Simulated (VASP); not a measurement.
Set up this calculation in VASP 6.6.1, as the native input.

```yaml
Task: relaxation of cell and atoms
Functional: LDA
Potentials_or_basis: VASP PAW LDA potentials, release 64 (Sb)
Cutoff: 600 eV
k_mesh: 8 × 8 × 8
Occupations: fermi-dirac, width 0.05 eV
Spin: no spin polarisation
Dipole_correction: no
Further_INCAR_settings: ALGO = Normal; EDIFF = 1e-07; IBRION = 2; EDIFFG = -0.01; NSW = 60; ISIF = 3
```

The structure of Sb lies in POSCAR:

```
Sb
1.0
    2.1542000000      1.2437279499      3.7580000000
   -2.1542000000      1.2437279499      3.7580000000
    0.0000000000     -2.4874558998      3.7580000000
Sb
2
Direct
    0.7665100000      0.7665100000      0.7665100000
    0.2334900000      0.2334900000      0.2334900000
```

One way to write it, as run:

INCAR

```
PREC = Accurate
ENCUT = 600
EDIFF = 1E-7
ISMEAR = -1
SIGMA = 0.05
LREAL = False
LASPH = True
NELM = 60
ALGO = Normal
ISIF = 3
LWAVE = False
LCHARG = False
GGA = CA
IBRION = 2
NSW = 60
EDIFFG = -0.01
```

KPOINTS

```
regular mesh
0
Gamma
  8 8 8
```

Potentials or basis: VASP PAW LDA potentials, release 64 (Sb).

Command:

```console
$ cat potpaw_LDA.64/Sb/POTCAR > POTCAR
$ mpirun -np 1 vasp_std > vasp.out
```

It gave:

- Relaxed volume: 29.27 Å³/atom
- Relaxed cell: a = 4.417 Å, b = 4.417 Å, c = 4.417 Å, α = 58.29°, β = 58.29°, γ = 58.29°
- Space group after relaxing (to 0.05 Å): R-3m (No. 166)
- Energy gained by relaxing: 5.0 meV/atom
- Ionic steps: 7
- Pressure after relaxing: 0.0 GPa
- Largest force after relaxing: 0.005 eV/Å
- Band gap on the k mesh: zero (band 5 reaches 7.55 eV, above the bottom of band 6 at 7.32 eV)

Caveat: spin-orbit coupling is left out, which moves the levels of the heavy elements.

Wall time 49 s on 1 thread of Intel(R) Xeon(R) 6975P-C (Granite Rapids), on a shared host, peak memory 0.19 GiB.
